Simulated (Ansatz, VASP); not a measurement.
# LiCl in VASP and in Ansatz

```xyz
2
Lattice="0.0000 2.5220 2.5220 2.5220 0.0000 2.5220 2.5220 2.5220 0.0000" Properties=species:S:1:pos:R:3 pbc="T T T"
Li    0.0000    0.0000    0.0000
Cl    2.5220    2.5220    2.5220
```

Alike in both runs: task single point; functional PBE; k mesh 8 × 8 × 8; no spin polarisation.

|  | VASP | Ansatz |
| --- | --- | --- |
| version | VASP 6.6.1 | Ansatz 0.2.0 |
| potentials or method | VASP PAW PBE potentials, release 64 (Li_sv, Cl) | plane waves, PAW |
| plane-wave cutoff (eV) | 520 | 420 |
| occupations | gaussian, width 0.01 eV | fixed |
| valence electrons in the cell | 10 | 10 |

```tsv
	VASP	Ansatz	Ansatz less VASP
gap on the k mesh at the Fermi level (eV)	6.64	6.63	-0.013
```

Noted on VASP's run: the cutoff is short for stress, so the pressure is rough.
